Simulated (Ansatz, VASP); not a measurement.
## CdTe in VASP and in Ansatz

```
Cd Te
1.0
     0.00000    3.28211    3.28211
     3.28211    0.00000    3.28211
     3.28211    3.28211    0.00000
Cd Te
1 1
Direct
  0.00000 0.00000 0.00000
  0.25000 0.25000 0.25000
```

Alike in both runs: task single point; functional PBEsol; k mesh 6 × 6 × 6; occupations gaussian, width 0.1 eV; no spin polarisation.

```csv
,VASP,Ansatz
version,VASP 6.6.1,Ansatz 0.2.0
potentials or method,"VASP PAW PBE potentials, release 64 (Cd, Te), cutoff 500 eV","scalar-relativistic, plane waves, PAW"
valence electrons in the cell,18,36
```

|  | VASP | Ansatz | Ansatz less VASP |
| --- | --- | --- | --- |
| gap on the k mesh at the Fermi level (eV) | 0.55 | 0.55 | -0.001 |
| least direct gap on the mesh (eV) | 0.55 | 0.55 | -0.001 |
| pressure (GPa) | -1.2 | -1.3 | -0.14 |

VASP's potentials were made for PBE, not for PBEsol. The functional is the same, so the differences come from potentials, cutoffs and numerics. VASP's potentials hold 18 valence electrons a cell and Ansatz's 36, so a difference there can come from the potentials and not from the codes.

Neither program's run includes spin-orbit coupling.
